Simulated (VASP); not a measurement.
# SnO (Pm) in VASP: notebook

Runs on SnO. Level: PBEsol. Tasks: single point.

Everything below comes from runs of VASP 6.6.1. Logs are shortened: lines on timing, memory, paths and dates and some standing lists are left out, and cuts for length are marked.

**1. The cell of the first run**

Symmetry: Pm, No. 6, monoclinic system. Conventional cell: a = 3.802 Å, b = 3.802 Å, c = 4.836 Å, α = 90.00°, β = 90.00°, γ = 90.00°. Sn (site symmetry m) has 4 O at 2.14 to 2.42 Å within 2.8 Å. Within 2.7 Å of Sn (site symmetry m) lie 4 O at 2.02 to 2.32 Å. Within 2.8 Å of O (site symmetry m) lie 4 Sn at 2.14 to 2.42 Å and 4 O at 2.69 Å. Within 2.7 Å of O (site symmetry m) lie 4 Sn at 2.02 to 2.32 Å and 4 O at 2.69 Å.

**2. Single point, PBEsol**

The input, INCAR:

```
  ALGO = Fast
  EDIFF = 1E-6
  ENCUT = 520
  GGA = PS
  ISIF = 2
  ISMEAR = 0
  LASPH = T
  LCHARG = F
  LREAL = F
  LWAVE = F
  NBANDS = 28
  NELM = 100
  PREC = Accurate
  SIGMA = 0.15
```

The input, KPOINTS:

```
k-points
0
Gamma
  12 12 10
```

The input, POSCAR:

```
SnO
1.0
    3.8020000000      0.0000000000      0.0000000000
    0.0000000000      3.8020000000      0.0000000000
    0.0000000000      0.0000000000      4.8360000000
Sn O
2 2
Direct
    0.0000000000      0.5449734667      0.2599523436
    0.5000000000      0.0449734667      0.7829523436
    0.0000000000      0.0000000000      0.0000000000
    0.5000000000      0.5000000000      0.0000000000
```

Potentials or basis: VASP PAW PBE potentials, release 64 (Sn_d, O).

Started as:

```sh
> cat potpaw_PBE.64/Sn_d/POTCAR potpaw_PBE.64/O/POTCAR > POTCAR
> mpirun -np 1 vasp_std > vasp.out
```

OUTCAR:

```text
EDIFF = 1E-6
   ENCUT = 520
   GGA = PS
   ISIF = 2
   ISMEAR = 0
   LASPH = T
   LREAL = F
   NELM = 100
   PREC = Accurate

 ion  position               nearest neighbor table
   1  0.000  0.545  0.260-   3 2.14   4 2.29   4 2.29   3 2.42   2 3.54   2 3.54   2 3.54   2 3.54
                             2 3.69   2 3.69   2 3.69   2 3.69
   2  0.500  0.045  0.783-   4 2.02   3 2.18   3 2.18   4 2.32   1 3.54   1 3.54   1 3.54   1 3.54
                             1 3.69   1 3.69   1 3.69   1 3.69
   3  0.000  0.000  0.000-   1 2.14   2 2.18   2 2.18   1 2.42
   4  0.500  0.500  0.000-   2 2.02   1 2.29   1 2.29   2 2.32

  LATTYP: Found a simple tetragonal cell.
 ALAT       =     3.8020000000
 C/A-ratio  =     1.2719621252

  Lattice vectors:

 A1 = (   3.8020000000,   0.0000000000,   0.0000000000)
 A2 = (   0.0000000000,   3.8020000000,   0.0000000000)
 A3 = (   0.0000000000,   0.0000000000,   4.8360000000)

Analysis of symmetry for initial positions (statically):
=====================================================================
 Subroutine PRICEL returns:
 Original cell was already a primitive cell.

 Routine SETGRP: Setting up the symmetry group for a
 simple tetragonal supercell.

 Subroutine GETGRP returns: Found  2 space group operations
 (whereof  2 operations were pure point group operations)
 out of a pool of 16 trial point group operations.

The static configuration has the point symmetry C_1h.

Analysis of symmetry for dynamics (positions and initial velocities):
=====================================================================
 Subroutine PRICEL returns:
 Original cell was already a primitive cell.

 Routine SETGRP: Setting up the symmetry group for a
 simple tetragonal supercell.

 Subroutine GETGRP returns: Found  2 space group operations
 (whereof  2 operations were pure point group operations)
 out of a pool of 16 trial point group operations.

The dynamic configuration has the point symmetry C_1h.

 Subroutine INISYM returns: Found  2 space group operations
 (whereof  2 operations are pure point group operations),
 and found     1 'primitive' translations

----------------------------------------------------------------------------------------

                                     Primitive cell

  volume of cell :      69.9054

  direct lattice vectors                    reciprocal lattice vectors
     3.802000000  0.000000000  0.000000000     0.263019463  0.000000000  0.000000000
     0.000000000  3.802000000  0.000000000     0.000000000  0.263019463  0.000000000
     0.000000000  0.000000000  4.836000000     0.000000000  0.000000000  0.206782465

  length of vectors
     3.802000000  3.802000000  4.836000000     0.263019463  0.263019463  0.206782465

  position of ions in fractional coordinates (direct lattice)
     0.000000000  0.544973467  0.259952344
     0.500000000  0.044973467  0.782952344
     0.000000000  0.000000000  0.000000000
     0.500000000  0.500000000  0.000000000

  ion indices of the primitive-cell ions
   primitive index   ion index
                 1           1
                 2           2
                 3           3
                 4           4

----------------------------------------------------------------------------------------

 KPOINTS: k-points

Automatic generation of k-mesh.
 Grid dimensions read from file:
 generate k-points for:   12   12   10

 Generating k-lattice:

  Cartesian coordinates                     Fractional coordinates (reciprocal lattice)
     0.021918289  0.000000000  0.000000000     0.083333333  0.000000000  0.000000000
     0.000000000  0.021918289  0.000000000     0.000000000  0.083333333  0.000000000
     0.000000000  0.000000000  0.020678246     0.000000000  0.000000000  0.100000000

  Length of vectors
     0.021918289  0.021918289  0.020678246

  Shift w.r.t. Gamma in fractional coordinates (k-lattice)
     0.000000000  0.000000000  0.000000000

 Subroutine IBZKPT returns following result:
 ===========================================

 Found    434 irreducible k-points:

 Following reciprocal coordinates:
            Coordinates               Weight
  0.000000  0.000000  0.000000      1.000000
  0.083333  0.000000  0.000000      2.000000
  0.000000  0.083333  0.000000      2.000000
  0.166667  0.000000  0.000000      2.000000
  0.000000  0.166667  0.000000      2.000000
  0.250000  0.000000  0.000000      2.000000
[... 16 lines left out ...]
  0.500000  0.083333  0.000000      2.000000
 -0.083333  0.500000  0.000000      2.000000
 [... further k-points ...]
   k-points           NKPTS =    434   k-points in BZ     NKDIM =    434   number of bands    NBANDS=     28
   number of dos      NEDOS =    301   number of ions     NIONS =      4
   total plane-waves  NPLWV =  28224
   dimension x,y,z NGX =    28 NGY =   28 NGZ =   36
   dimension x,y,z NGXF=    56 NGYF=   56 NGZF=   72
   ions per type =               2   2
   NGX,Y,Z   is equivalent  to a cutoff of  12.24, 12.24, 12.38 a.u.
   NGXF,Y,Z  is equivalent  to a cutoff of  24.49, 24.49, 24.75 a.u.
 SYSTEM =  unknown system
   PREC   = accura    normal or accurate (medium, high low for compatibility)
   ISTART =      0    job   : 0-new  1-cont  2-samecut
   ICHARG =      2    charge: 1-file 2-atom 10-const
   ISPIN  =      1    spin polarized calculation?
   LNONCOLLINEAR =      F non collinear calculations
   LSORBIT =      F    spin-orbit coupling
   LASPH  =      T    aspherical Exc in radial PAW
   ENCUT  =  520.0 eV  38.22 Ry    6.18 a.u.   7.07  7.07  8.99*2*pi/ulx,y,z
   NELM   =    100;   NELMIN=  2; NELMDL= -5     # of ELM steps
   EDIFF  = 0.1E-05   stopping-criterion for ELM
   LREAL  =      F    real-space projection
[... 7 lines left out ...]
   TEBEG  =    0.0;   TEEND  =   0.0 temperature during run
   PSTRESS=    0.0 pullay stress
   NELECT =      40.0000    total number of electrons
   NUPDOWN=      -1.0000    fix difference up-down
   EMIN   =  10.00;   EMAX   =-10.00  energy-range for DOS
   EFERMI =   0.00;   METHOD = LEGACY
   ISMEAR =     0;   SIGMA  =   0.15  broadening in eV -4-tet -1-fermi 0-gaus
   EFERMI_NEDOS =   21; number of points for ismear=-14 and -15
   IALGO  =     68    algorithm
   IMIX   =      4    mixing-type and parameters
     AMIX     =   0.40;   BMIX     =  1.00
     AMIX_MAG =   1.60;   BMIX_MAG =  1.00
  volume/ion in A,a.u.               =      17.48       117.94
  Fermi-wavevector in a.u.,A,eV,Ry     =   1.359121  2.568365 25.132801  1.847209
  Thomas-Fermi vector in A             =   2.485896
   LORBIT       =      0    0 simple, 1 ext, 2 COOP (PROOUT), +10 PAW based schemes
   GGA     = PS    functional components
   LHFCALC =     F    Hartree Fock is set to
   AEXX    =    0.0000 exact exchange contribution
   IVDW    =     0    specifies the selected vdW correction
   LEPSILON=     F    determine dielectric tensor
   LRPA    =     F    only Hartree local field effects (RPA)
 non-spin polarized calculation
 RMM-DIIS sequential band-by-band and
 Gauss-broadening in eV      SIGMA  =   0.15
  energy-cutoff  :      520.00
  volume of cell :       69.91
 maximum number of plane-waves:      1904
   NGX = 15   NGY = 15   NGZ = 17

 number of electron      39.9999987 magnetization

 Free energy of the ion-electron system (eV)
  ---------------------------------------------------
  ext. energy  EPLUGINS =         0.00000000
  ---------------------------------------------------
  free energy    TOTEN  =       -24.00904907 eV

  energy without entropy =      -24.00791205  energy(sigma->0) =      -24.00848056

 E-fermi :   7.1351     XC(G=0): -10.4950

 val. band max:        7.0620280622   @ k =   0.5000   0.5000   0.0000
 cond. band min:       7.2055070781   @ k =   0.5000   0.5000   0.1000
 fundamental gap:      0.1434790159
 Fermi energy:         7.1351107219

 k-point     1 :       0.0000    0.0000    0.0000
  band No.  band energies     occupation
      1     -14.9531      2.00000
      2     -14.5187      2.00000
      3     -14.5101      2.00000
      4     -14.4718      2.00000
      5     -14.4603      2.00000
      6     -14.4456      2.00000
[... 20 lines left out ...]
     27      13.7323      0.00000
     28      14.1025      0.00000

 k-point     2 :       0.0833    0.0000    0.0000
  band No.  band energies     occupation
      1     -14.9496      2.00000
      2     -14.5235      2.00000
      3     -14.5163      2.00000
      4     -14.4733      2.00000
      5     -14.4568      2.00000
      6     -14.4447      2.00000
[... 20 lines left out ...]
     27      13.8629      0.00000
     28      14.7255      0.00000

 k-point     3 :       0.0000    0.0833    0.0000
  band No.  band energies     occupation
      1     -14.9492      2.00000
      2     -14.5219      2.00000
      3     -14.5102      2.00000
      4     -14.4788      2.00000
      5     -14.4599      2.00000
      6     -14.4445      2.00000
[... 20 lines left out ...]
     27      13.8632      0.00000
     28      14.7654      0.00000

 k-point     4 :       0.1667    0.0000    0.0000
  band No.  band energies     occupation
      1     -14.9394      2.00000
      2     -14.5650      2.00000
      3     -14.5116      2.00000
      4     -14.4765      2.00000
      5     -14.4505      2.00000
      6     -14.4415      2.00000
[... 578 lines left out ...]
     27      15.2304      0.00000
     28      15.8166      0.00000

 k-point    23 :       0.5000    0.0833    0.0000
  band No.  band energies     occupation
      1     -14.8608      2.00000
      2     -14.7950      2.00000
      3     -14.4945      2.00000
      4     -14.4905      2.00000
      5     -14.4326      2.00000
      6     -14.4146      2.00000
[... 20 lines left out ...]
     27      15.3764      0.00000
     28      15.6267      0.00000

 k-point    24 :      -0.0833    0.5000    0.0000
  band No.  band energies     occupation
      1     -14.8395      2.00000
      2     -14.8052      2.00000
      3     -14.5160      2.00000
      4     -14.4850      2.00000
      5     -14.4447      2.00000
      6     -14.4070      2.00000
[... 20 lines left out ...]
     27      15.3647      0.00000
     28      15.6095      0.00000

 [... further k-points ...]
[... 5 lines left out ...]
  --------------------------------------------------------------------------------------
  -------------------------------------------------------------------------------------
  Total        0.2784971      1.8355566      0.4353178      0.0000000      0.5384077      0.0000000
  in kB        6.3829387     42.0695487      9.9771503      0.0000000     12.3398921      0.0000000
  external PRESSURE =      19.4765459 kB  Pullay stress =       0.0000000 kB

 VOLUME and BASIS-vectors are now :
 -----------------------------------------------------------------------------
  energy-cutoff  :      520.00
  volume of cell :       69.91
      direct lattice vectors                 reciprocal lattice vectors
     3.802000000  0.000000000  0.000000000     0.263019463  0.000000000  0.000000000
     0.000000000  3.802000000  0.000000000     0.000000000  0.263019463  0.000000000
     0.000000000  0.000000000  4.836000000     0.000000000  0.000000000  0.206782465

 POSITION                                       TOTAL-FORCE (eV/Angst)
 -----------------------------------------------------------------------------------
      0.00000      2.07199      1.25713         0.000000     -0.451893     -0.320603
      1.90100      0.17099      3.78636         0.000000     -1.141742     -1.277454
      0.00000      0.00000      0.00000         0.000000      0.405494      0.484104
      1.90100      1.90100      0.00000         0.000000      1.188141      1.113953
 -----------------------------------------------------------------------------------
    total drift:                                0.000000     -0.000207      0.000029

  FREE ENERGIE OF THE ION-ELECTRON SYSTEM (eV)
  ---------------------------------------------------
  free  energy   TOTEN  =       -24.0090490657 eV

  energy  without entropy=      -24.0079120540  energy(sigma->0) =      -24.00848056
```

Run time: 11 min. Hardware: 1 thread of Oxide Virtual Turin-like, shared host; peak memory 0.67 GiB.

Results:

```yaml
Free_energy: -24.0090 eV
Pressure: 1.9 GPa
Largest_force: 1.713 eV/Å
Band_gap_on_the_k_mesh: 0.03 eV (least direct gap 1.65 eV)
```

Forces on the atoms (eV/Å):
```
Sn   0.000 -0.452 -0.321
Sn   0.000 -1.142 -1.277
O    0.000  0.405  0.484
O    0.000  1.188  1.114
```

Levels at points of the mesh, in eV from the valence-band top:
```csv
k point,band 17,band 18,band 19,band 20,band 21,band 22,band 23,band 24
"(0.00, 0.00, 0.00)",-3.69,-3.16,-3.03,-0.02,2.10,3.84,4.51,5.06
"(0.50, 0.00, 0.00)",-4.71,-4.46,-2.87,-2.59,2.97,3.14,5.54,5.60
"(0.00, 0.50, 0.00)",-4.99,-4.69,-2.90,-2.63,3.05,3.25,5.48,5.76
"(0.50, 0.50, 0.00)",-2.63,-2.41,-2.19,-1.62,0.03,0.03,3.99,4.50
"(0.00, 0.00, 0.50)",-3.18,-3.13,-3.02,-2.22,1.58,2.85,2.94,3.73
"(0.50, 0.00, 0.50)",-4.94,-4.57,-1.99,-1.48,2.36,2.69,4.93,5.51
"(0.00, 0.50, 0.50)",-5.04,-4.65,-2.01,-1.49,2.33,2.67,5.01,5.77
"(0.50, 0.50, 0.50)",-3.01,-2.63,-2.40,-2.40,2.20,2.21,4.10,4.12
```

Caveat: the cell differs from its parent crystal (all Sn atoms moved -0.200 Å, as atom 1 towards its neighbour atom 3 (O) at 2.224 Å); the smearing spreads over this small gap; semilocal functionals underestimate gaps, and a narrow one can read as zero; the PAW data sets were made with another functional, which shifts forces and pressure a little; spin-orbit coupling is left out, which moves the levels of the heavy elements. A k mesh can miss the band edges.

(Part 1 of 2 ends here.)

The gap in the log of VASP goes by the Fermi energy; the results here count the filled bands.